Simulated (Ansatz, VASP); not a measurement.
**GaRe2Sb3 in VASP and in Ansatz**

```
Ga Re Sb
1.0
     4.98164    0.00000    0.00000
    -2.49082    4.31423    0.00000
     0.00000    0.00000    5.80627
Ga Re Sb
1 2 3
Cartesian
  0.0000 0.0000 0.0000
  0.0000 2.8762 2.9031
  2.4908 1.4381 2.9031
  0.0000 2.8762 0.0000
  2.4908 1.4381 0.0000
  0.0000 0.0000 2.9031
```

Alike in both runs: functional PBE; k mesh 6 × 6 × 2; occupations gaussian, width 0.1 eV; no spin polarisation.

Ansatz relaxed the structure, and its values are those at the end. VASP's run is a single point on that final structure, the one shown.

|  | VASP | Ansatz |
| --- | --- | --- |
| version | VASP 6.6.1 | Ansatz 0.2.0 |
| potentials or method | VASP PAW PBE potentials, release 64 (Ga_d, Re, Sb), cutoff 520 eV | scalar-relativistic, plane waves, PAW |
| valence electrons in the cell | 42 | 88 |

Ansatz gave:

- gap on the k mesh at the Fermi level (eV): none
- pressure (GPa): 0.0

Problem. Which values does VASP return?

Solution. gap on the k mesh at the Fermi level (eV): none; pressure (GPa): -0.1.

A gap of «none» marks a metal or a gap that the smearing closes. VASP's potentials hold 42 valence electrons a cell and Ansatz's 88, so a difference there can come from the potentials and not from the codes.

The k mesh is coarse, so the values compare programs but aren't converged. Neither program's run includes spin-orbit coupling.
